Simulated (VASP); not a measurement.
## Fe: single point with PBE

Fe:

```
Fe
1.0
    -1.36382    1.41578    1.51488
     1.36382   -1.41578    1.51488
     1.36382    1.41578   -1.51488
Fe
1
Direct
  0.00000 0.00000 0.00000
```

This cell differs from its parent crystal: normal strain along x -0.0367, normal strain along z +0.0700.

- Program: VASP 6.6.1
- Task: single point
- Functional: PBE
- Potentials or basis: VASP PAW PBE potentials, release 64 (Fe)
- Cutoff: 520 eV
- k mesh: 10 × 10 × 10
- Occupations: gaussian, width 0.15 eV
- Spin: collinear spin, ferromagnetic start
- Starting moments: [2.44] μB

```yaml
Pressure: -4.8 GPa
Net_moment: 2.24 μB per cell
Site_moments: Fe +2.24 μB
Valence_electrons_inside_the_program's_atomic_spheres: Fe 7.21
```

Stress tensor (GPa, compression positive):
```
  1.24   0.00   0.00
  0.00  -5.43   0.00
  0.00   0.00 -10.08
```

Levels at points of the mesh, in eV from the Fermi level:
Spin up:
```
           k point  band 1  band 2  band 3  band 4  band 5  band 6  band 7  band 8  band 9  band 10
(0.00, 0.00, 0.00)   -8.28   -2.48   -2.25   -1.98   -1.38   -0.95   23.55   24.71   25.80    29.03
(0.50, 0.00, 0.00)   -4.77   -2.97   -1.46   -0.95    0.15    0.22    6.60   19.21   21.32    24.17
(0.00, 0.50, 0.00)   -4.77   -3.23   -1.38   -0.68    0.24    0.47    7.02   18.36   20.09    23.31
(0.50, 0.50, 0.00)   -4.82   -3.64   -0.88   -0.64    0.35    1.00    7.70   16.94   18.08    21.89
(0.50, 0.50, 0.50)   -4.80   -4.59   -0.09    0.07    0.14    7.63   10.09   11.59   14.12    16.19
```
Spin down:
```csv
k point,band 1,band 2,band 3,band 4,band 5,band 6,band 7
"(0.00, 0.00, 0.00)",-8.12,-0.62,-0.31,0.13,1.27,1.95,23.27
"(0.50, 0.00, 0.00)",-3.52,-1.11,0.22,1.07,1.87,2.53,8.01
"(0.00, 0.50, 0.00)",-3.49,-1.43,0.56,1.28,2.07,2.53,8.41
"(0.50, 0.50, 0.00)",-3.44,-1.98,1.12,1.88,2.12,2.58,9.07
"(0.50, 0.50, 0.50)",-2.95,-2.74,2.26,2.29,2.31,7.88,10.36
```

Wall time 58 s on 1 thread of AMD EPYC 7R43 64-Core Processor (Zen 3), with other jobs on the host, peak memory 0.11 GiB.

Caveat: the cell differs from its parent crystal (normal strain along x -0.0367, normal strain along z +0.0700).
